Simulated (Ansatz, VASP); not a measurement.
# Ir: VASP beside Ansatz

```xyz
1
Lattice="0.0000 1.7103 2.4184 1.7103 0.0000 2.4184 1.7103 1.7103 0.0000" Properties=species:S:1:pos:R:3 pbc="T T T"
Ir    0.0000    0.0000    0.0000
```

Alike in both runs: task single point; functional LDA; k mesh 24 × 24 × 24; occupations gaussian, width 0.15 eV; no spin polarisation.

|  | VASP | Ansatz |
| --- | --- | --- |
| version | VASP 6.6.1 | Ansatz 0.2.0 |
| potentials or method | VASP PAW LDA potentials, release 64 (Ir_sv_GW), cutoff 560 eV | scalar-relativistic, plane waves, PAW |
| valence electrons in the cell | 17 | 17 |

|  | VASP | Ansatz | Ansatz less VASP |
| --- | --- | --- | --- |
| gap on the k mesh at the Fermi level (eV) | none | none | - |
| pressure (GPa) | 24.8 | 25.2 | +0.37 |
| traceless stress, the component that is largest in VASP (GPa) | -64.57 | -64.23 | +0.341 |

LDA's correlation is that of Perdew and Zunger in VASP and of Perdew and Wang (1992) in Ansatz. A gap of «none» marks a metal or a gap that the smearing closes.

Neither program's run includes spin-orbit coupling.
